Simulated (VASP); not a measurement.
# HfN (F-43m) in VASP: further runs

HfN is run at these levels: PBEsol; tasks: relaxation of cell and atoms.

Everything below comes from runs of VASP 6.6.1. Logs are shortened: lines on timing, memory, paths and dates and some standing lists are left out, and cuts for length are marked.

### 1 The cell of the first run

Symmetry: F-43m, No. 216, cubic system. Conventional cell: a = 4.910 Å, b = 4.910 Å, c = 4.910 Å, α = 90.00°, β = 90.00°, γ = 90.00°. Hf (site symmetry -43m) has 4 N at 2.13 Å within 2.8 Å. N (site symmetry -43m) has 4 Hf at 2.13 Å within 2.8 Å.

### 2 Relaxation of cell and atoms, PBEsol, target pressure 5 GPa, at which the enthalpy is minimised

Contents of INCAR:

```
SYSTEM = HfN
PREC = Accurate
ENCUT = 600
EDIFF = 1E-6
ISMEAR = 1
SIGMA = 0.1
LREAL = .False.
LASPH = .True.
NELM = 100
ALGO = Normal
ISIF = 3
LWAVE = .False.
LCHARG = .False.
GGA = PS
IBRION = 2
NSW = 50
EDIFFG = -0.01
PSTRESS = 50.0
```

Contents of KPOINTS:

```
Automatic mesh
0
Gamma
  11 11 11
  0 0 0
```

Contents of POSCAR:

```
HfN
1.0
    0.0000000000      2.4548220000      2.4548220000
    2.4548220000      0.0000000000      2.4548220000
    2.4548220000      2.4548220000      0.0000000000
Hf N
1 1
Direct
    0.0000000000      0.0000000000      0.0000000000
    0.7500000000      0.7500000000      0.7500000000
```

Potentials or basis: VASP PAW PBE potentials, release 64 (Hf_pv, N).

The run is started by

```bash
cat potpaw_PBE.64/Hf_pv/POTCAR potpaw_PBE.64/N/POTCAR > POTCAR
mpirun -np 1 vasp_std > vasp.out
```

OUTCAR:

```text
SYSTEM = HfN
   PREC = Accurate
   ENCUT = 600
   EDIFF = 1E-6
   ISMEAR = 1
   LREAL = .False.
   LASPH = .True.
   NELM = 100
   ISIF = 3
   GGA = PS
   IBRION = 2
   NSW = 50
   EDIFFG = -0.01
   PSTRESS = 50.0

 ion  position               nearest neighbor table
   1  0.000  0.000  0.000-   2 2.13   2 2.13   2 2.13   2 2.13
   2  0.750  0.750  0.750-   1 2.13   1 2.13   1 2.13   1 2.13

  LATTYP: Found a face centered cubic cell.
 ALAT       =     4.9096440000

  Lattice vectors:

 A1 = (   0.0000000000,   2.4548220000,   2.4548220000)
 A2 = (   2.4548220000,   0.0000000000,   2.4548220000)
 A3 = (   2.4548220000,   2.4548220000,   0.0000000000)

Analysis of symmetry for initial positions (statically):
=====================================================================
 Subroutine PRICEL returns:
 Original cell was already a primitive cell.

 Routine SETGRP: Setting up the symmetry group for a
 face centered cubic supercell.

 Subroutine GETGRP returns: Found 24 space group operations
 (whereof 24 operations were pure point group operations)
 out of a pool of 48 trial point group operations.

The static configuration has the point symmetry T_d .

Analysis of symmetry for dynamics (positions and initial velocities):
=====================================================================
 Subroutine PRICEL returns:
 Original cell was already a primitive cell.

 Routine SETGRP: Setting up the symmetry group for a
 face centered cubic supercell.

 Subroutine GETGRP returns: Found 24 space group operations
 (whereof 24 operations were pure point group operations)
 out of a pool of 48 trial point group operations.

The dynamic configuration has the point symmetry T_d .

 Subroutine INISYM returns: Found 24 space group operations
 (whereof 24 operations are pure point group operations),
 and found     1 'primitive' translations

----------------------------------------------------------------------------------------

                                     Primitive cell

  volume of cell :      29.5863

  direct lattice vectors                    reciprocal lattice vectors
     0.000000000  2.454822000  2.454822000    -0.203680756  0.203680756  0.203680756
     2.454822000  0.000000000  2.454822000     0.203680756 -0.203680756  0.203680756
     2.454822000  2.454822000  0.000000000     0.203680756  0.203680756 -0.203680756

  length of vectors
     3.471642566  3.471642566  3.471642566     0.352785417  0.352785417  0.352785417

  position of ions in fractional coordinates (direct lattice)
     0.000000000  0.000000000  0.000000000
     0.750000000  0.750000000  0.750000000

  ion indices of the primitive-cell ions
   primitive index   ion index
                 1           1
                 2           2

----------------------------------------------------------------------------------------

 KPOINTS: Automatic mesh

Automatic generation of k-mesh.
 Grid dimensions read from file:
 generate k-points for:   11   11   11

 Generating k-lattice:

  Cartesian coordinates                     Fractional coordinates (reciprocal lattice)
    -0.018516432  0.018516432  0.018516432     0.090909091  0.000000000  0.000000000
     0.018516432 -0.018516432  0.018516432     0.000000000  0.090909091  0.000000000
     0.018516432  0.018516432 -0.018516432     0.000000000  0.000000000  0.090909091

  Length of vectors
     0.032071402  0.032071402  0.032071402

  Shift w.r.t. Gamma in fractional coordinates (k-lattice)
     0.000000000  0.000000000  0.000000000

 Subroutine IBZKPT returns following result:
 ===========================================

 Found     56 irreducible k-points:

 Following reciprocal coordinates:
            Coordinates               Weight
  0.000000  0.000000  0.000000      1.000000
  0.090909  0.000000  0.000000      8.000000
  0.181818  0.000000  0.000000      8.000000
  0.272727  0.000000  0.000000      8.000000
  0.363636  0.000000  0.000000      8.000000
  0.454545  0.000000  0.000000      8.000000
[... 16 lines left out ...]
 -0.272727  0.181818  0.000000     24.000000
 -0.181818  0.181818  0.000000     12.000000
 [... further k-points ...]
   k-points           NKPTS =     56   k-points in BZ     NKDIM =     56   number of bands    NBANDS=     11
   number of dos      NEDOS =    301   number of ions     NIONS =      2
   total plane-waves  NPLWV =  21952
   dimension x,y,z NGX =    28 NGY =   28 NGZ =   28
   dimension x,y,z NGXF=    56 NGYF=   56 NGZF=   56
   ions per type =               1   1
   NGX,Y,Z   is equivalent  to a cutoff of  13.41, 13.41, 13.41 a.u.
   NGXF,Y,Z  is equivalent  to a cutoff of  26.82, 26.82, 26.82 a.u.
 SYSTEM =  HfN
   PREC   = accura    normal or accurate (medium, high low for compatibility)
   ISTART =      0    job   : 0-new  1-cont  2-samecut
   ICHARG =      2    charge: 1-file 2-atom 10-const
   ISPIN  =      1    spin polarized calculation?
   LNONCOLLINEAR =      F non collinear calculations
   LSORBIT =      F    spin-orbit coupling
   LASPH  =      T    aspherical Exc in radial PAW
   ENCUT  =  600.0 eV  44.10 Ry    6.64 a.u.   6.93  6.93  6.93*2*pi/ulx,y,z
   NELM   =    100;   NELMIN=  2; NELMDL= -5     # of ELM steps
   EDIFF  = 0.1E-05   stopping-criterion for ELM
   LREAL  =      F    real-space projection
   EDIFFG = -.1E-01   stopping-criterion for IOM
   NSW    =     50    number of steps for IOM
   IBRION =      2    ionic relax: 0-MD 1-quasi-New 2-CG
   NFREE  =      1    steps in history (QN), initial steepest desc. (CG)
   ISIF   =      3    stress and relaxation
   ISYM   =      2    0-nonsym 1-usesym 2-fastsym
   POTIM  = 0.5000    time-step for ionic-motion
   TEBEG  =    0.0;   TEEND  =   0.0 temperature during run
   PSTRESS=   50.0 pullay stress
   NELECT =      15.0000    total number of electrons
   NUPDOWN=      -1.0000    fix difference up-down
   EMIN   =  10.00;   EMAX   =-10.00  energy-range for DOS
   EFERMI =   0.00;   METHOD = LEGACY
   ISMEAR =     1;   SIGMA  =   0.10  broadening in eV -4-tet -1-fermi 0-gaus
   EFERMI_NEDOS =   21; number of points for ismear=-14 and -15
   IALGO  =     38    algorithm
   IMIX   =      4    mixing-type and parameters
     AMIX     =   0.40;   BMIX     =  1.00
     AMIX_MAG =   1.60;   BMIX_MAG =  1.00
  volume/ion in A,a.u.               =      14.79        99.83
  Fermi-wavevector in a.u.,A,eV,Ry     =   1.305395  2.466839 23.185087  1.704056
  Thomas-Fermi vector in A             =   2.436267
   LORBIT       =      0    0 simple, 1 ext, 2 COOP (PROOUT), +10 PAW based schemes
   GGA     = PS    functional components
   LHFCALC =     F    Hartree Fock is set to
   AEXX    =    0.0000 exact exchange contribution
   IVDW    =     0    specifies the selected vdW correction
   LEPSILON=     F    determine dielectric tensor
   LRPA    =     F    only Hartree local field effects (RPA)
 conjugate gradient relaxation of ions
 non-spin polarized calculation
 Methfessel and Paxton  Order N= 1 SIGMA  =   0.10
  energy-cutoff  :      600.00
  volume of cell :       29.59
 maximum number of plane-waves:       998
   NGX = 13   NGY = 13   NGZ = 13

--------------------------------------- Ionic step        1  -------------------------------------------

 number of electron      15.0000001 magnetization

 Free energy of the ion-electron system (eV)
  ---------------------------------------------------
  ext. energy  EPLUGINS =         0.00000000
  ---------------------------------------------------
  free energy    TOTEN  =       -22.25688105 eV

  energy without entropy =      -22.25647589  energy(sigma->0) =      -22.25674600

------------------------ aborting loop because EDIFF is reached ----------------------------------------

  FORCE on cell =-STRESS in cart. coord.  units (eV):
  Direction    XX          YY          ZZ          XY          YZ          ZX
  --------------------------------------------------------------------------------------
  -------------------------------------------------------------------------------------
  Total       -1.1000775     -1.1000775     -1.1000775      0.0000000      0.0000000      0.0000000
  in kB      -59.5722265    -59.5722265    -59.5722265      0.0000000      0.0000000      0.0000000
  external PRESSURE =    -109.5722265 kB  Pullay stress =      50.0000000 kB
[... 99 lines left out ...]
  enthalpy is  TOTEN    =       -21.3886636840 eV   P V=        0.8765206309

--------------------------------------- Ionic step        4  -------------------------------------------

 number of electron      15.0000002 magnetization

 Free energy of the ion-electron system (eV)
  ---------------------------------------------------
  ext. energy  EPLUGINS =         0.00000000
  ---------------------------------------------------
  free energy    TOTEN  =       -22.26403461 eV

  energy without entropy =      -22.26401986  energy(sigma->0) =      -22.26402970

 E-fermi :   5.9346     XC(G=0): -11.6534

 val. band max:        5.8987146042   @ k =   0.4545   0.2727   0.0909
 cond. band min:       6.0140958356   @ k =   0.0909   0.0909   0.0000
 fundamental gap:      0.1153812314
 Fermi energy:         5.9345607452

 k-point     1 :       0.0000    0.0000    0.0000
  band No.  band energies     occupation
      1     -24.8495      2.00000
      2     -24.8495      2.00000
      3     -24.8495      2.00000
      4     -10.3565      2.00000
      5       0.3114      2.00000
      6       0.3114      2.00000
      7       0.3114      2.00000
      8       5.4148      2.00000
      9       8.3464      0.00000
     10       8.3464      0.00000
     11      12.9519      0.00000
[... 309 lines left out ...]
 k-point    24 :      -0.1818    0.1818    0.0000
  band No.  band energies     occupation
      1     -25.1856      2.00000
      2     -24.9787      2.00000
      3     -24.8899      2.00000
      4      -9.4713      2.00000
      5      -0.3187      2.00000
      6       0.7925      2.00000
      7       0.8189      2.00000
      8       7.1921     -0.00000
      9       7.9450      0.00000
     10       8.4987      0.00000
     11      11.7088      0.00000

 [... further k-points ...]

------------------------ aborting loop because EDIFF is reached ----------------------------------------

  FORCE on cell =-STRESS in cart. coord.  units (eV):
  Direction    XX          YY          ZZ          XY          YZ          ZX
  --------------------------------------------------------------------------------------
  -------------------------------------------------------------------------------------
  Total        0.8722560      0.8722560      0.8722560      0.0000000     -0.0000000      0.0000000
  in kB       49.8245977     49.8245977     49.8245977      0.0000000     -0.0000000      0.0000000
  external PRESSURE =      -0.1754023 kB  Pullay stress =      50.0000000 kB
[... 17 lines left out ...]
  FREE ENERGIE OF THE ION-ELECTRON SYSTEM (eV)
  ---------------------------------------------------
  free  energy   TOTEN  =       -22.2640346108 eV

  energy  without entropy=      -22.2640198649  energy(sigma->0) =      -22.26402970

  enthalpy is  TOTEN    =       -21.3887079311 eV   P V=        0.8753266797

 reached required accuracy - stopping structural energy minimisation
```

Run time: 90 s. Hardware: 1 thread of Intel Xeon 8259CL, shared host; peak memory 0.19 GiB.

What came out:

* Free energy: -22.2640 eV
* Relaxed volume: 14.02 Å³/atom
* Relaxed cell: a = 3.410 Å, b = 3.410 Å, c = 3.410 Å, α = 60.00°, β = 60.00°, γ = 60.00°
* Space group after relaxing (to 0.05 Å): F-43m (No. 216)
* Energy change on relaxing (the enthalpy is what falls): -3.6 meV/atom
* Ionic steps: 4
* Pressure after relaxing: 5.0 GPa

Step by step:
| step | energy change (eV) | largest force (eV/Å) | pressure (GPa) | volume (Å³) |
| --- | --- | --- | --- | --- |
| 1 | 0.0000 | 0.0000 | -5.96 | 29.59 |
| 2 | 0.2725 | 0.0000 | 31.87 | 25.46 |
| 3 | -0.0083 | 0.0000 | 4.65 | 28.09 |
| 4 | -0.0072 | 0.0000 | 4.98 | 28.05 |

Final structure:
```xyz
2
Lattice="0.0000 2.4115 2.4115 2.4115 0.0000 2.4115 2.4115 2.4115 0.0000" Properties=species:S:1:pos:R:3 pbc="T T T"
Hf    0.0000    0.0000    0.0000
N     3.6173    3.6173    3.6173
```

Caveat: the cell is relaxed towards a set pressure, so the enthalpy falls and the energy may rise; the PAW data sets were made with another functional, which shifts forces and pressure a little; spin-orbit coupling is left out, which moves the levels of the heavy elements.

(Part 1 of 2 ends here.)
